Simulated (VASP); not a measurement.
TaSi2: single point with PBE

The system is TaSi2.

```xyz
3
Lattice="0.0000 2.9575 2.9575 2.9575 0.0000 2.9575 2.9575 2.9575 0.0000" Properties=species:S:1:pos:R:3 pbc="T T T"
Ta    4.4362    4.4362    4.4362
Si    1.4787    1.4787    1.4787
Si    2.9575    2.9575    2.9575
```

* Program: VASP 6.6.1
* Task: single point
* Functional: PBE
* Potentials or basis: VASP PAW PBE potentials, release 64 (Ta_pv, Si)
* Cutoff: 520 eV
* k mesh: 14 × 14 × 14
* Occupations: gaussian, width 0.1 eV
* Spin: no spin polarisation
* Dipole correction: no
* Further INCAR settings: ALGO = Normal; EDIFF = 1e-07; NBANDS = 16

```json
{"Pressure": "0.0 GPa"}
```

Levels at points of the mesh, in eV from the Fermi level:
```
           k point  band 8  band 9  band 10  band 11  band 12  band 13
(0.00, 0.00, 0.00)   -0.59   -0.59    -0.45    -0.34    -0.34    -0.34
(0.50, 0.00, 0.00)   -1.47   -0.19    -0.19     1.33     2.21     2.21
(0.50, 0.50, 0.00)   -2.88   -1.82     0.63     0.90     0.90     3.41
```

It took 67 s on 1 thread of Intel Xeon 6975P-C, with other jobs on the host, peak memory 0.23 GiB.

Caveat: spin-orbit coupling is left out, which moves the levels of the heavy elements.
